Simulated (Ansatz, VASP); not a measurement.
# WS2: VASP beside Ansatz

```xyz
6
Lattice="3.1595 0.0000 0.0000 -1.5798 2.7362 0.0000 0.0000 0.0000 23.8043" Properties=species:S:1:pos:R:3 pbc="T T T"
S     0.0000    1.8242    4.5000
S     0.0000    1.8242    7.6521
S     0.0000    3.6483   10.9421
S     0.0000    3.6483   14.0943
W     1.5798    0.9121    6.0761
W    -1.5798    4.5604   12.5182
```

Alike in both runs: task single point; functional PBE; dispersion D3(BJ); k mesh 9 × 9 × 1; occupations gaussian, width 0.05 eV; no spin polarisation.

```csv
,VASP,Ansatz
version,VASP 6.6.1,Ansatz 0.2.0
potentials or method,"VASP PAW PBE potentials, release 64 (S, W_sv), cutoff 520 eV","scalar-relativistic, plane waves, PAW"
valence electrons in the cell,52,52
```

|  | VASP | Ansatz | Ansatz less VASP |
| --- | --- | --- | --- |
| gap on the k mesh at the Fermi level (eV) | 1.69 | 1.68 | -0.010 |
| least direct gap on the mesh (eV) | 1.89 | 1.89 | -0.003 |
| rms of the force components (eV/Å) | 0.025 | 0.025 | -0.0002 |

Spin-orbit coupling is off throughout.
